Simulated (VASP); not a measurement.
Runs of VASP 6.6.1 on Cd. The structure is that of space group P6_3/mmc (No. 194), or close to it. The cells are those of the table. 

```tsv
cell	gap on the mesh (eV)	pressure (GPa)
a = 3.018, b = 3.018, c = 5.692 Å, angles 90.0, 90.0, 120.0°, 2 atoms	none	1.5
a = 2.897, b = 2.897, c = 5.464 Å, angles 90.0, 90.0, 120.0°, 2 atoms	none	10.1
a = 2.979, b = 2.979, c = 5.618 Å, angles 90.0, 90.0, 120.0°, 2 atoms	none	3.7
a = 3.056, b = 3.056, c = 5.764 Å, angles 90.0, 90.0, 120.0°, 2 atoms	none	(b)
a = 3.094, b = 3.094, c = 5.834 Å, angles 90.0, 90.0, 120.0°, 2 atoms	none	(a)
```

Alike in all rows: task single point; level PBE; potentials or basis VASP PAW PBE potentials, release 64 (Cd); no spin polarisation; k mesh 9 × 9 × 4; cutoff (eV) 520; smearing fermi-dirac 0.1 eV.

**Question.** Fill in the values left out.

**Answer.** (a) -1.4; (b) -0.1.

A k mesh can miss the band edges, and the runs leave out spin-orbit coupling on Cd.

A gap of «none» marks levels without a gap at the run's occupations.
